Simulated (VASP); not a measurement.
The system is NaTe2.

```xyz
6
Lattice="3.2405 -3.1257 0.0000 3.2405 3.1257 0.0000 -0.0905 0.0000 9.9963" Properties=species:S:1:pos:R:3 pbc="T T T"
Na    3.1952   -3.1168    4.9981
Na    3.2405    3.1030    0.0000
Te    4.7807   -1.5381    7.5000
Te    1.6052    1.5550    2.4961
Te    4.7852    1.5550    7.5002
Te    1.6097   -1.5381    2.4963
```

| Property | Result |
| --- | --- |
| Program | VASP 6.6.1 |
| Task | relaxation of cell and atoms |
| Functional | PBE |
| Potentials or basis | VASP PAW PBE potentials, release 64 (Na_pv, Te) |
| Cutoff | 600 eV |
| k mesh | 8 × 8 × 4 |
| Occupations | gaussian, width 0.1 eV |
| Spin | no spin polarisation |

At the start: pressure 0.0 GPa; volume 33.75 Å³/atom.

Q: How do energy, volume and symmetry change on relaxing?

A: Over 11 steps the energy falls by 7.2 meV/atom and the volume is 33.60 Å³/atom (-0.4 %); space group Cmmm (No. 65, to 0.1 Å) before, P4/mmm (No. 123, to 0.1 Å).

Step by step:
```csv
step,energy change (eV),largest force (eV/Å),pressure (GPa),volume (Å³)
1,0.0000,0.1421,0.02,202.50
2,-0.0412,0.0618,-0.13,202.53
3,-0.0413,0.0594,-0.13,202.53
4,-0.0423,0.0425,0.01,201.71
5,-0.0423,0.0363,0.05,201.42
6,-0.0427,0.0197,0.02,201.53
7,-0.0429,0.0124,-0.01,201.64
8,-0.0429,0.0116,0.00,201.58
9,-0.0429,0.0112,0.01,201.53
10,-0.0430,0.0105,0.00,201.55
11,-0.0431,0.0079,-0.01,201.62
```

Final structure:
```
Na Te
1.0
     3.18107   -3.18080    0.01508
     3.18107    3.18080    0.01508
    -0.04166    0.00000    9.96287
Na Te
2 4
Cartesian
  3.1602 -3.1725 4.9965
  3.1811 3.1687 0.0151
  4.7310 -1.5848 7.4947
  1.5886 1.5968 2.4984
  4.7319 1.5968 7.4947
  1.5895 -1.5848 2.4984
```
